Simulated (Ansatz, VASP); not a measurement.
One calculation of ZrTi2, two programs

```xyz
3
Lattice="4.7244 0.0000 0.0000 -2.3622 4.0915 0.0000 0.0000 0.0000 3.0034" Properties=species:S:1:pos:R:3 pbc="T T T"
Zr    0.0000    0.0000    0.0000
Ti    2.3622    1.1183    1.5017
Ti    0.0000    2.9731    1.5017
```

Change from the starting cell: shortest bond scaled by 0.82, LAPW.

Alike in both runs: task single point; functional PBEsol; k mesh 7 × 7 × 10; occupations fermi-dirac, width 0.05 eV; no spin polarisation.

|  | VASP | Ansatz |
| --- | --- | --- |
| version | VASP 6.6.1 | Ansatz 0.2.0 |
| potentials or method | VASP PAW PBE potentials, release 64 (Zr_sv, Ti_sv), cutoff 520 eV | all-electron LAPW, scalar-relativistic |

VASP gave:

| Property | Result |
| --- | --- |
| pressure (GPa) | -0.8 |
| traceless stress, the component that is largest in VASP (GPa) | -2.07 |
| rms of the force components (eV/Å) | 1.197 |

Task: Which values does Ansatz return?

Result: Pressure (GPa): -0.9; traceless stress, the component that is largest in VASP (GPa): -2.40; rms of the force components (eV/Å): 1.160.

VASP's potentials were made for PBE, not for PBEsol. Atom by atom the forces differ by 0.037 eV/Å (rms over components). Ansatz ran all-electron here, and VASP with PAW potentials.
